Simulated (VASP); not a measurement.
CaS: single point with PBE-based global hybrid with 5 % exact exchange

The system is CaS.

```
Ca S
1.0
     0.00000    2.84300    2.84300
     2.84300    0.00000    2.84300
     2.84300    2.84300    0.00000
Ca S
1 1
Cartesian
  2.8430 2.8430 2.8430
  0.0000 0.0000 0.0000
```

| Item | Value |
| --- | --- |
| Program | VASP 6.6.1 |
| Task | single point |
| Functional | PBE-based global hybrid with 5 % exact exchange |
| Potentials or basis | VASP PAW PBE potentials, release 64 (Ca_sv, S) |
| Cutoff | 400 eV |
| k mesh | 4 × 4 × 4 |
| Occupations | gaussian, width 0.05 eV |
| Spin | no spin polarisation |
| Dipole correction | no |
| Grid for exact exchange (PRECFOCK) | Normal |
| Share of exact exchange | 0.05 |
| Further INCAR settings | ALGO = Normal; EDIFF = 1e-06; NBANDS = 15 |

The pressure is 1.0 GPa and the band gap on the k mesh is 2.69 eV (least direct gap 3.52 eV).

Levels at points of the mesh, in eV from the valence-band top:
| k point | band 6 | band 7 | band 8 | band 9 | band 10 | band 11 |
| --- | --- | --- | --- | --- | --- | --- |
| (0.00, 0.00, 0.00) | 0.00 | 0.00 | 0.00 | 4.52 | 4.57 | 4.57 |
| (0.50, 0.00, 0.00) | -3.18 | -1.19 | -1.19 | 5.56 | 6.54 | 6.69 |
| (0.50, 0.50, 0.00) | -2.35 | -0.83 | -0.83 | 2.69 | 6.06 | 6.40 |

Run time: 2.7 min on 1 thread of AMD EPYC 7R43 64-Core Processor (Zen 3), on a shared host, peak memory 0.13 GiB.

Caveat: the k points lie up to 0.48 Å⁻¹ apart; the PAW data sets were made with another functional, which shifts forces and pressure a little. A k mesh can miss the band edges.
